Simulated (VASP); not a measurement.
# Si62B (a cell with a defect) in VASP: single point with PBE

Aim: the single point of Si62B (a cell with a defect) with PBE.

Everything below comes from runs of VASP 6.6.1. Logs are shortened: lines on timing, memory, paths and dates and some standing lists are left out, and cuts for length are marked.

### Step 1. The cell of the first run

The cell holds a defect, 63 atoms: a = 10.860 Å, b = 10.860 Å, c = 10.860 Å, α = 90.00°, β = 90.00°, γ = 90.00°.

### Step 2. Single point, PBE

Contents of INCAR:

```
PREC     = Accurate       # precision mode
ENCUT    = 520            # plane-wave cutoff, eV
EDIFF    = 1E-6           # SCF threshold, eV
ISMEAR   = 0              # smearing method
SIGMA    = 0.02           # smearing width, eV
LREAL    = Auto         
LASPH    = T              # aspherical terms in the spheres
NELM     = 80             # most SCF steps
ALGO     = Normal         # electronic algorithm
ISIF     = 2              # what is computed and relaxed
LWAVE    = F              # write WAVECAR
LCHARG   = F              # write CHGCAR
GGA      = PE             # functional
NELECT   = 252.0        
NBANDS   = 162            # bands
```

Contents of KPOINTS:

```
regular mesh
0
Gamma
  1 1 1
```

Contents of POSCAR:

```
Si62B
1.0
   10.8600000000      0.0000000000      0.0000000000
    0.0000000000     10.8600000000      0.0000000000
    0.0000000000      0.0000000000     10.8600000000
Si B
62 1
Direct
    0.5000000000      0.0000000000      0.0000000000
    0.6250000000      0.1250000000      0.1250000000
    0.7500000000      0.2500000000      0.0000000000
    0.8750000000      0.3750000000      0.1250000000
    0.7500000000      0.0000000000      0.2500000000
    0.8750000000      0.1250000000      0.3750000000
    0.0000000000      0.0000000000      0.0000000000
    0.1250000000      0.1250000000      0.1250000000
    0.2500000000      0.2500000000      0.0000000000
    0.6250000000      0.6250000000      0.1250000000
    0.7500000000      0.7500000000      0.0000000000
    0.8750000000      0.8750000000      0.1250000000
    0.2500000000      0.0000000000      0.2500000000
    0.3750000000      0.1250000000      0.3750000000
    0.5000000000      0.2500000000      0.2500000000
    0.6250000000      0.3750000000      0.3750000000
    0.7500000000      0.5000000000      0.2500000000
    0.8750000000      0.6250000000      0.3750000000
    0.5000000000      0.0000000000      0.5000000000
    0.6250000000      0.1250000000      0.6250000000
    0.7500000000      0.2500000000      0.5000000000
    0.8750000000      0.3750000000      0.6250000000
    0.7500000000      0.0000000000      0.7500000000
    0.8750000000      0.1250000000      0.8750000000
    0.0000000000      0.5000000000      0.0000000000
    0.1250000000      0.6250000000      0.1250000000
    0.2500000000      0.7500000000      0.0000000000
    0.3750000000      0.8750000000      0.1250000000
    0.0000000000      0.2500000000      0.2500000000
    0.1250000000      0.3750000000      0.3750000000
    0.2500000000      0.5000000000      0.2500000000
    0.3750000000      0.6250000000      0.3750000000
    0.5000000000      0.7500000000      0.2500000000
    0.6250000000      0.8750000000      0.3750000000
    0.0000000000      0.0000000000      0.5000000000
    0.1250000000      0.1250000000      0.6250000000
    0.2500000000      0.2500000000      0.5000000000
    0.3750000000      0.3750000000      0.6250000000
    0.5000000000      0.5000000000      0.5000000000
    0.6250000000      0.6250000000      0.6250000000
    0.7500000000      0.7500000000      0.5000000000
    0.8750000000      0.8750000000      0.6250000000
    0.2500000000      0.0000000000      0.7500000000
    0.3750000000      0.1250000000      0.8750000000
    0.5000000000      0.2500000000      0.7500000000
    0.6250000000      0.3750000000      0.8750000000
    0.7500000000      0.5000000000      0.7500000000
    0.8750000000      0.6250000000      0.8750000000
    0.0000000000      0.7500000000      0.2500000000
    0.1250000000      0.8750000000      0.3750000000
    0.0000000000      0.5000000000      0.5000000000
    0.1250000000      0.6250000000      0.6250000000
    0.2500000000      0.7500000000      0.5000000000
    0.3750000000      0.8750000000      0.6250000000
    0.0000000000      0.2500000000      0.7500000000
    0.1250000000      0.3750000000      0.8750000000
    0.2500000000      0.5000000000      0.7500000000
    0.3750000000      0.6250000000      0.8750000000
    0.5000000000      0.7500000000      0.7500000000
    0.6250000000      0.8750000000      0.8750000000
    0.0000000000      0.7500000000      0.7500000000
    0.1250000000      0.8750000000      0.8750000000
    0.5000000000      0.5000000000      0.0000000000
```

Potentials or basis: VASP PAW PBE potentials, release 64 (Si, B).

Launch:

```
> cat potpaw_PBE.64/Si/POTCAR potpaw_PBE.64/B/POTCAR > POTCAR
> mpirun -np 1 vasp_gam > vasp.out
```

OUTCAR:

```text
PREC = Accurate
   ENCUT = 520
   EDIFF = 1E-6
   ISMEAR = 0
   LREAL = Auto
   LASPH = T
   NELM = 80
   ISIF = 2
   GGA = PE
   NELECT = 252.0

 ion  position               nearest neighbor table
   1  0.500  0.000  0.000-   2 2.35  28 2.35  44 2.35  60 2.35
   2  0.625  0.125  0.125-   1 2.35   3 2.35   5 2.35  15 2.35
   3  0.750  0.250  0.000-   2 2.35   4 2.35  24 2.35  46 2.35
   4  0.875  0.375  0.125-   3 2.35  17 2.35  25 2.35  29 2.35
   5  0.750  0.000  0.250-   2 2.35   6 2.35  12 2.35  34 2.35
   6  0.875  0.125  0.375-   5 2.35  21 2.35  29 2.35  35 2.35
   7  0.000  0.000  0.000-   8 2.35  12 2.35  24 2.35  62 2.35
   8  0.125  0.125  0.125-   7 2.35   9 2.35  13 2.35  29 2.35
   9  0.250  0.250  0.000-   8 2.35  44 2.35  56 2.35
  10  0.625  0.625  0.125-  11 2.35  17 2.35  33 2.35  63 2.35
  11  0.750  0.750  0.000-  10 2.35  12 2.35  48 2.35  60 2.35
  12  0.875  0.875  0.125-   5 2.35   7 2.35  11 2.35  49 2.35
  13  0.250  0.000  0.250-   8 2.35  14 2.35  28 2.35  50 2.35
  14  0.375  0.125  0.375-  13 2.35  15 2.35  19 2.35  37 2.35
  15  0.500  0.250  0.250-   2 2.35  14 2.35  16 2.35
  16  0.625  0.375  0.375-  15 2.35  17 2.35  21 2.35  39 2.35
  17  0.750  0.500  0.250-   4 2.35  10 2.35  16 2.35  18 2.35
[... 43 lines left out ...]
  61  0.000  0.750  0.750-  42 2.35  48 2.35  52 2.35  62 2.35
  62  0.125  0.875  0.875-   7 2.35  27 2.35  43 2.35  61 2.35
  63  0.500  0.500  0.000-  10 2.35  46 2.35  58 2.35

  LATTYP: Found a simple cubic cell.
 ALAT       =    10.8600000000

  Lattice vectors:

 A1 = (  10.8600000000,   0.0000000000,   0.0000000000)
 A2 = (   0.0000000000,  10.8600000000,   0.0000000000)
 A3 = (   0.0000000000,   0.0000000000,  10.8600000000)

Analysis of symmetry for initial positions (statically):
=====================================================================
 Subroutine PRICEL returns:
 Original cell was already a primitive cell.

 Routine SETGRP: Setting up the symmetry group for a
 simple cubic supercell.

 Subroutine GETGRP returns: Found  6 space group operations
 (whereof  2 operations were pure point group operations)
 out of a pool of 48 trial point group operations.

The static configuration has the point symmetry C_1h.
 The point group associated with its full space group is C_3v.

Analysis of symmetry for dynamics (positions and initial velocities):
=====================================================================
 Subroutine PRICEL returns:
 Original cell was already a primitive cell.

 Routine SETGRP: Setting up the symmetry group for a
 simple cubic supercell.

 Subroutine GETGRP returns: Found  6 space group operations
 (whereof  2 operations were pure point group operations)
 out of a pool of 48 trial point group operations.

The dynamic configuration has the point symmetry C_1h.
 The point group associated with its full space group is C_3v.

 Subroutine INISYM returns: Found  6 space group operations
 (whereof  2 operations are pure point group operations),
 and found     1 'primitive' translations

----------------------------------------------------------------------------------------

                                     Primitive cell

  volume of cell :    1280.8241

  direct lattice vectors                    reciprocal lattice vectors
    10.860000000  0.000000000  0.000000000     0.092081031  0.000000000  0.000000000
     0.000000000 10.860000000  0.000000000     0.000000000  0.092081031  0.000000000
     0.000000000  0.000000000 10.860000000     0.000000000  0.000000000  0.092081031

  length of vectors
    10.860000000 10.860000000 10.860000000     0.092081031  0.092081031  0.092081031

[... 132 lines left out ...]

 KPOINTS: regular mesh

Automatic generation of k-mesh.
 Grid dimensions read from file:
 generate k-points for:    1    1    1

 Generating k-lattice:

  Cartesian coordinates                     Fractional coordinates (reciprocal lattice)
     0.092081031  0.000000000  0.000000000     1.000000000  0.000000000  0.000000000
     0.000000000  0.092081031  0.000000000     0.000000000  1.000000000  0.000000000
     0.000000000  0.000000000  0.092081031     0.000000000  0.000000000  1.000000000

  Length of vectors
     0.092081031  0.092081031  0.092081031

  Shift w.r.t. Gamma in fractional coordinates (k-lattice)
     0.000000000  0.000000000  0.000000000

 Subroutine IBZKPT returns following result:
 ===========================================

 Found      1 irreducible k-points:

 Following reciprocal coordinates:
            Coordinates               Weight
  0.000000  0.000000  0.000000      1.000000
   k-points           NKPTS =      1   k-points in BZ     NKDIM =      1   number of bands    NBANDS=    162
   number of dos      NEDOS =    301   number of ions     NIONS =     63
   total plane-waves  NPLWV = 592704
   dimension x,y,z NGX =    84 NGY =   84 NGZ =   84
   dimension x,y,z NGXF=   168 NGYF=  168 NGZF=  168
   ions per type =              62   1
   NGX,Y,Z   is equivalent  to a cutoff of  12.86, 12.86, 12.86 a.u.
   NGXF,Y,Z  is equivalent  to a cutoff of  25.72, 25.72, 25.72 a.u.
 SYSTEM =  unknown system
   PREC   = accura    normal or accurate (medium, high low for compatibility)
   ISTART =      0    job   : 0-new  1-cont  2-samecut
   ICHARG =      2    charge: 1-file 2-atom 10-const
   ISPIN  =      1    spin polarized calculation?
   LNONCOLLINEAR =      F non collinear calculations
   LSORBIT =      F    spin-orbit coupling
   LASPH  =      T    aspherical Exc in radial PAW
   ENCUT  =  520.0 eV  38.22 Ry    6.18 a.u.  20.19 20.19 20.19*2*pi/ulx,y,z
   NELM   =     80;   NELMIN=  2; NELMDL= -5     # of ELM steps
   EDIFF  = 0.1E-05   stopping-criterion for ELM
   LREAL  =      T    real-space projection
   EDIFFG = 0.1E-04   stopping-criterion for IOM
   NSW    =      0    number of steps for IOM
   IBRION =     -1    ionic relax: 0-MD 1-quasi-New 2-CG
   NFREE  =      0    steps in history (QN), initial steepest desc. (CG)
   ISIF   =      2    stress and relaxation
   ISYM   =      2    0-nonsym 1-usesym 2-fastsym
   POTIM  = 0.5000    time-step for ionic-motion
   TEBEG  =    0.0;   TEEND  =   0.0 temperature during run
   PSTRESS=    0.0 pullay stress
   NELECT =     252.0000    total number of electrons
   NUPDOWN=      -1.0000    fix difference up-down
   EMIN   =  10.00;   EMAX   =-10.00  energy-range for DOS
   EFERMI =   0.00;   METHOD = LEGACY
   ISMEAR =     0;   SIGMA  =   0.02  broadening in eV -4-tet -1-fermi 0-gaus
   EFERMI_NEDOS =   21; number of points for ismear=-14 and -15
   IALGO  =     38    algorithm
   IMIX   =      4    mixing-type and parameters
     AMIX     =   0.40;   BMIX     =  1.00
     AMIX_MAG =   1.60;   BMIX_MAG =  1.00
  volume/ion in A,a.u.               =      20.33       137.20
  Fermi-wavevector in a.u.,A,eV,Ry     =   0.952164  1.799329 12.335269  0.906617
  Thomas-Fermi vector in A             =   2.080702
   LORBIT       =      0    0 simple, 1 ext, 2 COOP (PROOUT), +10 PAW based schemes
   GGA     = PE    functional components
   LHFCALC =     F    Hartree Fock is set to
   AEXX    =    0.0000 exact exchange contribution
   IVDW    =     0    specifies the selected vdW correction
   LEPSILON=     F    determine dielectric tensor
   LRPA    =     F    only Hartree local field effects (RPA)
 non-spin polarized calculation
 Gauss-broadening in eV      SIGMA  =   0.02
  energy-cutoff  :      520.00
  volume of cell :     1280.82
 maximum number of plane-waves:     17229
 NGX is ok and might be reduce to    84
   NGX = 41   NGY = 41   NGZ = 41

 number of electron     251.9999970 magnetization

 Free energy of the ion-electron system (eV)
  ---------------------------------------------------
  ext. energy  EPLUGINS =         0.00000000
  ---------------------------------------------------
  free energy    TOTEN  =      -325.43673942 eV

  energy without entropy =     -325.41246519  energy(sigma->0) =     -325.42460230

 E-fermi :   6.2672     XC(G=0):  -9.3228

 val. band max:        5.4112212739   @ k =   0.0000   0.0000   0.0000
 cond. band min:       6.2676425124   @ k =   0.0000   0.0000   0.0000
 fundamental gap:      0.8564212385
 Fermi energy:         6.2671781960

 k-point     1 :       0.0000    0.0000    0.0000
  band No.  band energies     occupation
      1      -6.3306      2.00000
      2      -5.3031      2.00000
      3      -5.3031      2.00000
      4      -5.2725      2.00000
      5      -5.2725      2.00000
      6      -5.2426      2.00000
[... 130 lines left out ...]
    137       6.8343      0.00000
    138       6.9146      0.00000
 [bands above 138 left out]

------------------------ aborting loop because EDIFF is reached ----------------------------------------

  FORCE on cell =-STRESS in cart. coord.  units (eV):
  Direction    XX          YY          ZZ          XY          YZ          ZX
  --------------------------------------------------------------------------------------
  -------------------------------------------------------------------------------------
  Total       21.8954791     21.8954791     21.8954791      1.3043046     -1.3043046     -1.3043046
  in kB       27.3889610     27.3889610     27.3889610      1.6315491     -1.6315491     -1.6315491
  external PRESSURE =      27.3889610 kB  Pullay stress =       0.0000000 kB

 VOLUME and BASIS-vectors are now :
 -----------------------------------------------------------------------------
  energy-cutoff  :      520.00
  volume of cell :     1280.82
      direct lattice vectors                 reciprocal lattice vectors
    10.860000000  0.000000000  0.000000000     0.092081031  0.000000000  0.000000000
     0.000000000 10.860000000  0.000000000     0.000000000  0.092081031  0.000000000
     0.000000000  0.000000000 10.860000000     0.000000000  0.000000000  0.092081031

 POSITION                                       TOTAL-FORCE (eV/Angst)
 -----------------------------------------------------------------------------------
      5.43000      0.00000      0.00000        -0.085358     -0.022293      0.085358
      6.78750      1.35750      1.35750        -0.106790      0.131292     -0.148314
      8.14500      2.71500      0.00000        -0.023725      0.045309     -0.056116
      9.50250      4.07250      1.35750         0.050368      0.035454     -0.035454
      8.14500      0.00000      2.71500        -0.010322     -0.007982      0.094704
      9.50250      1.35750      4.07250         0.024525      0.026089     -0.026089
[... 55 lines left out ...]
      1.35750      9.50250      9.50250         0.011213      0.083976      0.069416
      5.43000      5.43000      0.00000         1.455419      1.455419     -1.455419
 -----------------------------------------------------------------------------------
    total drift:                                0.000250      0.000250     -0.000250

  FREE ENERGIE OF THE ION-ELECTRON SYSTEM (eV)
  ---------------------------------------------------
  free  energy   TOTEN  =      -325.4367394169 eV

  energy  without entropy=     -325.4124651897  energy(sigma->0) =     -325.42460230
```

Wall time 7.9 min (1 thread of Oxide Virtual Turin-like, shared host); peak memory 1 GiB.

Results:

```yaml
Free_energy: -325.4367 eV
Largest_force: 2.521 eV/Å
```

Forces on the atoms (eV/Å):
```
Si  -0.085 -0.022  0.085
Si  -0.107  0.131 -0.148
Si  -0.024  0.045 -0.056
Si   0.050  0.035 -0.035
Si  -0.010 -0.008  0.095
Si   0.025  0.026 -0.026
Si  -0.064 -0.064 -0.100
Si   0.131  0.131  0.016
Si   0.090  0.090  0.125
Si  -1.423 -1.423 -0.791
Si  -0.081 -0.081 -0.173
Si   0.006  0.006  0.035
Si   0.034  0.005 -0.034
Si  -0.016  0.131 -0.131
Si  -0.125  0.090 -0.090
Si  -0.107  0.148 -0.131
Si  -0.024  0.056 -0.045
Si   0.084 -0.069 -0.011
Si   0.100 -0.064  0.064
Si  -0.069  0.011 -0.084
Si  -0.010 -0.095  0.008
Si   0.006 -0.035 -0.006
Si   0.014 -0.009 -0.014
Si   0.084  0.011  0.069
Si  -0.022 -0.085  0.085
Si   0.131 -0.107 -0.148
Si   0.045 -0.024 -0.056
Si   0.035  0.050 -0.035
Si   0.005  0.034 -0.034
Si   0.131 -0.016 -0.131
Si   0.090 -0.125 -0.090
Si   0.148 -0.107 -0.131
Si   0.056 -0.024 -0.045
Si  -0.069  0.084 -0.011
Si  -0.059 -0.059  0.059
Si   0.026  0.026 -0.025
Si   0.034  0.034 -0.005
Si   0.035  0.035 -0.050
Si  -0.085 -0.085  0.022
Si  -0.021 -0.021 -0.016
Si   0.014  0.014  0.009
Si   0.004  0.004 -0.004
Si  -0.095 -0.008  0.010
Si   0.148  0.131  0.107
Si   0.056  0.045  0.024
Si  -1.423  0.791  1.423
Si  -0.081  0.173  0.081
Si   0.016 -0.021  0.021
Si  -0.008 -0.010  0.095
Si   0.026  0.025 -0.026
Si  -0.064  0.100  0.064
Si   0.011 -0.069 -0.084
Si  -0.095 -0.010  0.008
Si  -0.035  0.006 -0.006
Si  -0.008 -0.095  0.010
Si   0.131  0.148  0.107
Si   0.045  0.056  0.024
Si   0.791 -1.423  1.423
Si   0.173 -0.081  0.081
Si  -0.021  0.016  0.021
Si  -0.009  0.014 -0.014
Si   0.011  0.084  0.069
B    1.455  1.455 -1.455
```

Levels at points of the mesh, in eV from the Fermi level:
| k point | band 123 | band 124 | band 125 | band 126 | band 127 | band 128 |
| --- | --- | --- | --- | --- | --- | --- |
| (0.00, 0.00, 0.00) | -0.90 | -0.90 | -0.86 | 0.00 | 0.00 | 0.03 |

Caveat: the k points lie up to 0.58 Å⁻¹ apart; the cell carries a net charge on a neutralising background, which shifts energy and pressure; the cell is charged against a uniform background, so pressure and absolute levels hang on convention.
